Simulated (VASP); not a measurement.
# BaTe (Fm-3m) in VASP: further runs, part 2 of 2

VASP 6.6.1. Earlier steps stand in the parts before.

## Step 3: Relaxation of cell and atoms, PBEsol, target pressure 30 GPa, at which the enthalpy is minimised

INCAR

```
SYSTEM = BaTe
  ALGO = Normal
  EDIFF = 1E-6
  EDIFFG = -0.005
  ENCUT = 600
  GGA = PS
  IBRION = 2
  ISIF = 3
  ISMEAR = -1
  LASPH = .True.
  LCHARG = .False.
  LREAL = .False.
  LWAVE = .False.
  NELM = 100
  NSW = 80
  PREC = Accurate
  PSTRESS = 300.0
  SIGMA = 0.05
```

KPOINTS

```
k-points
0
Gamma
  7 7 7
  0 0 0
```

POSCAR

```
BaTe
1.0
    0.0000000000      3.4100000000      3.4100000000
    3.4100000000      0.0000000000      3.4100000000
    3.4100000000      3.4100000000      0.0000000000
Ba Te
1 1
Direct
    0.0000000000      0.0000000000      0.0000000000
    0.5000000000      0.5000000000      0.5000000000
```

Potentials or basis: VASP PAW PBE potentials, release 64 (Ba_sv, Te).

Launch:

```bash
cat potpaw_PBE.64/Ba_sv/POTCAR potpaw_PBE.64/Te/POTCAR > POTCAR
mpirun -np 1 vasp_std > vasp.out
```

OUTCAR:

```text
SYSTEM = BaTe
   EDIFF = 1E-6
   EDIFFG = -0.005
   ENCUT = 600
   GGA = PS
   IBRION = 2
   ISIF = 3
   ISMEAR = -1
   LASPH = .True.
   LREAL = .False.
   NELM = 100
   NSW = 80
   PREC = Accurate
   PSTRESS = 300.0

 ion  position               nearest neighbor table
   1  0.000  0.000  0.000-   2 3.41   2 3.41   2 3.41   2 3.41   2 3.41   2 3.41
   2  0.500  0.500  0.500-   1 3.41   1 3.41   1 3.41   1 3.41   1 3.41   1 3.41

  LATTYP: Found a face centered cubic cell.
 ALAT       =     6.8200000000

  Lattice vectors:

 A1 = (   0.0000000000,   3.4100000000,   3.4100000000)
 A2 = (   3.4100000000,   0.0000000000,   3.4100000000)
 A3 = (   3.4100000000,   3.4100000000,   0.0000000000)

Analysis of symmetry for initial positions (statically):
=====================================================================
 Subroutine PRICEL returns:
 Original cell was already a primitive cell.

 Routine SETGRP: Setting up the symmetry group for a
 face centered cubic supercell.

 Subroutine GETGRP returns: Found 48 space group operations
 (whereof 48 operations were pure point group operations)
 out of a pool of 48 trial point group operations.

The static configuration has the point symmetry O_h .

Analysis of symmetry for dynamics (positions and initial velocities):
=====================================================================
 Subroutine PRICEL returns:
 Original cell was already a primitive cell.

 Routine SETGRP: Setting up the symmetry group for a
 face centered cubic supercell.

 Subroutine GETGRP returns: Found 48 space group operations
 (whereof 48 operations were pure point group operations)
 out of a pool of 48 trial point group operations.

The dynamic configuration has the point symmetry O_h .

 Subroutine INISYM returns: Found 48 space group operations
 (whereof 48 operations are pure point group operations),
 and found     1 'primitive' translations

----------------------------------------------------------------------------------------

                                     Primitive cell

  volume of cell :      79.3036

  direct lattice vectors                    reciprocal lattice vectors
     0.000000000  3.410000000  3.410000000    -0.146627566  0.146627566  0.146627566
     3.410000000  0.000000000  3.410000000     0.146627566 -0.146627566  0.146627566
     3.410000000  3.410000000  0.000000000     0.146627566  0.146627566 -0.146627566

  length of vectors
     4.822468248  4.822468248  4.822468248     0.253966394  0.253966394  0.253966394

  position of ions in fractional coordinates (direct lattice)
     0.000000000  0.000000000  0.000000000
     0.500000000  0.500000000  0.500000000

  ion indices of the primitive-cell ions
   primitive index   ion index
                 1           1
                 2           2

----------------------------------------------------------------------------------------

 KPOINTS: k-points

Automatic generation of k-mesh.
 Grid dimensions read from file:
 generate k-points for:    7    7    7

 Generating k-lattice:

  Cartesian coordinates                     Fractional coordinates (reciprocal lattice)
    -0.020946795  0.020946795  0.020946795     0.142857143  0.000000000  0.000000000
     0.020946795 -0.020946795  0.020946795     0.000000000  0.142857143  0.000000000
     0.020946795  0.020946795 -0.020946795     0.000000000  0.000000000  0.142857143

  Length of vectors
     0.036280913  0.036280913  0.036280913

  Shift w.r.t. Gamma in fractional coordinates (k-lattice)
     0.000000000  0.000000000  0.000000000

 Subroutine IBZKPT returns following result:
 ===========================================

 Found     20 irreducible k-points:

 Following reciprocal coordinates:
            Coordinates               Weight
  0.000000  0.000000  0.000000      1.000000
  0.142857  0.000000  0.000000      8.000000
  0.285714  0.000000  0.000000      8.000000
  0.428571  0.000000  0.000000      8.000000
  0.142857  0.142857  0.000000      6.000000
  0.285714  0.142857  0.000000     24.000000
[... 12 lines left out ...]
 -0.428571  0.428571  0.142857     24.000000
 -0.285714  0.428571  0.142857     24.000000
   k-points           NKPTS =     20   k-points in BZ     NKDIM =     20   number of bands    NBANDS=     12
   number of dos      NEDOS =    301   number of ions     NIONS =      2
   total plane-waves  NPLWV =  64000
   dimension x,y,z NGX =    40 NGY =   40 NGZ =   40
   dimension x,y,z NGXF=    80 NGYF=   80 NGZF=   80
   ions per type =               1   1
   NGX,Y,Z   is equivalent  to a cutoff of  13.79, 13.79, 13.79 a.u.
   NGXF,Y,Z  is equivalent  to a cutoff of  27.58, 27.58, 27.58 a.u.
 SYSTEM =  BaTe
   PREC   = accura    normal or accurate (medium, high low for compatibility)
   ISTART =      0    job   : 0-new  1-cont  2-samecut
   ICHARG =      2    charge: 1-file 2-atom 10-const
   ISPIN  =      1    spin polarized calculation?
   LNONCOLLINEAR =      F non collinear calculations
   LSORBIT =      F    spin-orbit coupling
   LASPH  =      T    aspherical Exc in radial PAW
   ENCUT  =  600.0 eV  44.10 Ry    6.64 a.u.   9.63  9.63  9.63*2*pi/ulx,y,z
   NELM   =    100;   NELMIN=  2; NELMDL= -5     # of ELM steps
   EDIFF  = 0.1E-05   stopping-criterion for ELM
   LREAL  =      F    real-space projection
   EDIFFG = -.5E-02   stopping-criterion for IOM
   NSW    =     80    number of steps for IOM
   IBRION =      2    ionic relax: 0-MD 1-quasi-New 2-CG
   NFREE  =      1    steps in history (QN), initial steepest desc. (CG)
   ISIF   =      3    stress and relaxation
   ISYM   =      2    0-nonsym 1-usesym 2-fastsym
   POTIM  = 0.5000    time-step for ionic-motion
   TEBEG  =    0.0;   TEEND  =   0.0 temperature during run
   PSTRESS=  300.0 pullay stress
   NELECT =      16.0000    total number of electrons
   NUPDOWN=      -1.0000    fix difference up-down
   EMIN   =  10.00;   EMAX   =-10.00  energy-range for DOS
   EFERMI =   0.00;   METHOD = LEGACY
   ISMEAR =    -1;   SIGMA  =   0.05  broadening in eV -4-tet -1-fermi 0-gaus
   EFERMI_NEDOS =   21; number of points for ismear=-14 and -15
   IALGO  =     38    algorithm
   IMIX   =      4    mixing-type and parameters
     AMIX     =   0.40;   BMIX     =  1.00
     AMIX_MAG =   1.60;   BMIX_MAG =  1.00
  volume/ion in A,a.u.               =      39.65       267.58
  Fermi-wavevector in a.u.,A,eV,Ry     =   0.960175  1.814468 12.543704  0.921936
  Thomas-Fermi vector in A             =   2.089436
   LORBIT       =      0    0 simple, 1 ext, 2 COOP (PROOUT), +10 PAW based schemes
   GGA     = PS    functional components
   LHFCALC =     F    Hartree Fock is set to
   AEXX    =    0.0000 exact exchange contribution
   IVDW    =     0    specifies the selected vdW correction
   LEPSILON=     F    determine dielectric tensor
   LRPA    =     F    only Hartree local field effects (RPA)
 conjugate gradient relaxation of ions
 non-spin polarized calculation
  energy-cutoff  :      600.00
  volume of cell :       79.30
 maximum number of plane-waves:      2685
   NGX = 19   NGY = 19   NGZ = 19

--------------------------------------- Ionic step        1  -------------------------------------------

 number of electron      16.0000000 magnetization

 Free energy of the ion-electron system (eV)
  ---------------------------------------------------
  ext. energy  EPLUGINS =         0.00000000
  ---------------------------------------------------
  free energy    TOTEN  =        -9.15465567 eV

  energy without entropy =       -9.15465558  energy(sigma->0) =       -9.15465563

 E-fermi :   3.2999     XC(G=0):  -8.7285

 val. band max:        2.6698324543   @ k =   0.0000   0.0000   0.0000
 cond. band min:       3.9594162963   @ k =   0.4286   0.4286   0.0000
 fundamental gap:      1.2895838420
 Fermi energy:         3.2999375804
[... 1021 lines left out ...]
  energy  without entropy=       -8.0177633528  energy(sigma->0) =       -8.01790341

  enthalpy is  TOTEN    =         3.3990409739 eV   P V=       11.4170844486

[... ionic steps 4 to 13 ...]

--------------------------------------- Ionic step       14  -------------------------------------------

 number of electron      16.0000000 magnetization

------------------------ aborting loop because EDIFF is reached ----------------------------------------
[... 71 lines left out ...]
--------------------------------------- Ionic step       16  -------------------------------------------

 number of electron      16.0000000 magnetization

 Free energy of the ion-electron system (eV)
  ---------------------------------------------------
  ext. energy  EPLUGINS =         0.00000000
  ---------------------------------------------------
  free energy    TOTEN  =        -7.35238163 eV

  energy without entropy =       -7.35044088  energy(sigma->0) =       -7.35141125

 E-fermi :   5.5106     XC(G=0): -10.1861

 val. band max:        5.5051718406   @ k =   0.0000   0.0000   0.0000
 cond. band min:       5.5607604890   @ k =   0.4286   0.4286   0.0000
 fundamental gap:      0.0555886485
 Fermi energy:         5.5106420315
[... 331 lines left out ...]
  energy  without entropy=       -7.3504408838  energy(sigma->0) =       -7.35141125

  enthalpy is  TOTEN    =         3.2801177673 eV   P V=       10.6324993929

 reached required accuracy - stopping structural energy minimisation
```

OSZICAR:

```text
N       E                     dE             d eps       ncg     rms          rms(c)
DAV:   1     0.983959360724E+02    0.98396E+02   -0.71234E+03   480   0.126E+03
DAV:   2    -0.333961592635E+01   -0.10174E+03   -0.94661E+02   624   0.192E+02
DAV:   3    -0.910101835197E+01   -0.57614E+01   -0.57233E+01   604   0.534E+01
DAV:   4    -0.925964127528E+01   -0.15862E+00   -0.15847E+00   704   0.927E+00
[... 119 lines left out ...]
       N       E                     dE             d eps       ncg     rms          rms(c)
DAV:   1    -0.735239693829E+01    0.50866E-02   -0.43470E-04   492   0.182E-01    0.283E-02
DAV:   2    -0.735238511472E+01    0.11824E-04   -0.20762E-05   532   0.425E-02    0.110E-02
DAV:   3    -0.735238131054E+01    0.38042E-05   -0.13366E-05   688   0.270E-02    0.350E-03
DAV:   4    -0.735238162568E+01   -0.31514E-06   -0.14027E-07   260   0.335E-03
  16 F= 0.32801178E+01 E0= 0.32810881E+01  d E =-.543859E-03
```

CONTCAR:

```text
BaTe
   1.00000000000000
    -0.0000000000000000    3.0506910846184145    3.0506910846184132
     3.0506910846184141   -0.0000000000000000    3.0506910846184132
     3.0506910846184141    3.0506910846184145   -0.0000000000000000
  Ba              Te
     1     1
Direct
     0.0000000000000000    0.0000000000000000    0.0000000000000000
     0.5000000000000000    0.5000000000000000    0.5000000000000000

  0.00000000E+00  0.00000000E+00  0.00000000E+00
  0.00000000E+00  0.00000000E+00  0.00000000E+00
```

It took 5.6 min on 1 thread of Intel Xeon 8259CL, shared host; peak memory 0.28 GiB.

What came out:

```yaml
Free_energy: -7.3524 eV
Relaxed_volume: 28.39 Å³/atom
Relaxed_cell: a = 4.314 Å, b = 4.314 Å, c = 4.314 Å, α = 60.00°, β = 60.00°, γ = 60.00°
Space_group_after_relaxing_to_0.1_Å: Fm-3m (No. 225)
Energy_change_on_relaxing_the_run_minimises_the_enthalpy: +901.1 meV/atom
Ionic_steps: 16
Pressure_after_relaxing: 30.0 GPa
Band_gap_on_the_k_mesh: 0.06 eV (least direct gap 0.27 eV)
```

Step by step:
| step | energy change (eV) | largest force (eV/Å) | pressure (GPa) | volume (Å³) |
| --- | --- | --- | --- | --- |
| 1 | 0.0000 | 0.0000 | 2.38 | 79.30 |
| 2 | 32.9661 | 0.0000 | 532.59 | 23.87 |
| 3 | 1.1366 | 0.0000 | 21.29 | 60.97 |
| 4 | 1.4351 | 0.0000 | 25.28 | 58.92 |
| 5 | 1.8075 | 0.0000 | 30.08 | 56.76 |
| 6 | 1.7331 | 0.0000 | 29.12 | 57.16 |
| 7 | 1.7378 | 0.0000 | 29.18 | 57.13 |
| 8 | 1.7517 | 0.0000 | 29.36 | 57.06 |
| 9 | 1.7520 | 0.0000 | 29.37 | 57.06 |
| 10 | 1.7527 | 0.0000 | 29.36 | 57.05 |
| 11 | 1.7541 | 0.0000 | 29.39 | 57.04 |
| 12 | 1.7570 | 0.0000 | 29.43 | 57.03 |
| 13 | 1.7627 | 0.0000 | 29.49 | 57.00 |
| 14 | 1.7741 | 0.0000 | 29.65 | 56.94 |
| 15 | 1.7972 | 0.0000 | 29.94 | 56.81 |
| 16 | 1.8023 | 0.0000 | 29.99 | 56.78 |

Final structure:
```yaml
crystal:
  lattice:
    - [0.00000, 3.05069, 3.05069]
    - [3.05069, 0.00000, 3.05069]
    - [3.05069, 3.05069, 0.00000]
  atoms:
    - { symbol: Ba, position: [0.00000, 0.00000, 0.00000] }
    - { symbol: Te, position: [0.50000, 0.50000, 0.50000] }
```

Caveat: the cell is relaxed towards a set pressure, so the run minimises the enthalpy, not the energy; the volume moved by over 15 % at a fixed basis, so the end points are rough; semilocal functionals underestimate gaps, and a narrow one can read as zero; the PAW data sets were made with another functional, which shifts forces and pressure a little; spin-orbit coupling is left out, which moves the levels of the heavy elements; an odd mesh through Γ misses points on the zone boundary, where band edges can lie.
